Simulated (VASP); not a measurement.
PbO2:

```xyz
6
Lattice="5.6042 0.0000 0.0000 0.0000 2.7528 3.5392 0.0000 -2.7528 3.5392" Properties=species:S:1:pos:R:3 pbc="T T T"
Pb    0.0000    0.0000    7.0328
Pb    2.8021    0.0000    3.4936
O     5.0659    0.5146    2.4653
O     2.2638   -0.5146    6.0045
O     3.3404    0.5146    6.0045
O     0.5383   -0.5146    2.4653
```

The cell was built from a structure type or drawn by symmetry, and may not be a known phase.

| Quantity | Value |
| --- | --- |
| Program | VASP 6.6.1 |
| Task | relaxation of cell and atoms |
| Functional | PBE |
| Potentials or basis | VASP PAW PBE potentials, release 64 (Pb_d, O) |
| Cutoff | 600 eV |
| k mesh | 6 × 6 × 6 |
| Occupations | gaussian, width 0.02 eV |
| Spin | no spin polarisation |

At the start: pressure -0.1 GPa; volume 18.20 Å³/atom.

Problem. Where does the relaxation end?

Solution. Over 45 steps the energy falls by 34.8 meV/atom and the volume is 16.29 Å³/atom (-10.5 %); space group Aea2 (No. 41, to 0.1 Å) before, Cmce (No. 64, to 0.1 Å).

The path:
```tsv
step	energy change (eV)	largest force (eV/Å)	pressure (GPa)	volume (Å³)
1	0.0000	0.1552	-0.06	109.20
3	-0.0017	0.0273	-0.25	109.14
5	-0.0025	0.0182	0.15	108.53
7	-0.0041	0.0384	0.11	108.64
9	-0.0051	0.0949	0.04	108.88
11	-0.0067	0.1146	-0.53	109.63
13	-0.0079	0.0912	-0.51	109.64
15	-0.0123	0.0589	-0.47	109.66
17	-0.0162	0.5215	-0.57	109.06
19	-0.0170	0.2945	-0.50	109.45
21	-0.0274	0.2469	-0.99	109.06
23	-0.0481	0.2279	-1.65	107.29
25	-0.0778	0.3984	-0.94	103.69
27	-0.0936	0.4831	0.43	100.82
29	-0.1792	0.1323	-0.14	98.33
31	-0.1901	0.1599	0.18	97.24
33	-0.1985	0.1553	0.43	97.31
35	-0.2025	0.0833	-0.42	98.17
37	-0.2059	0.0595	-0.32	98.03
39	-0.2081	0.0352	0.02	97.62
41	-0.2086	0.0337	0.11	97.65
43	-0.2087	0.0120	-0.01	97.76
45	-0.2088	0.0099	-0.01	97.75
```

Final structure:
```
Pb O
1.0
     6.32593    0.00000    0.00000
     0.00000    3.00118    2.57429
     0.00000   -3.00118    2.57429
Pb O
2 4
Direct
  0.00000 0.89884 0.89884
  0.50000 0.39884 0.39884
  0.90757 0.47603 0.31524
  0.40757 0.81524 0.97603
  0.59243 0.97603 0.81524
  0.09243 0.31524 0.47603
```
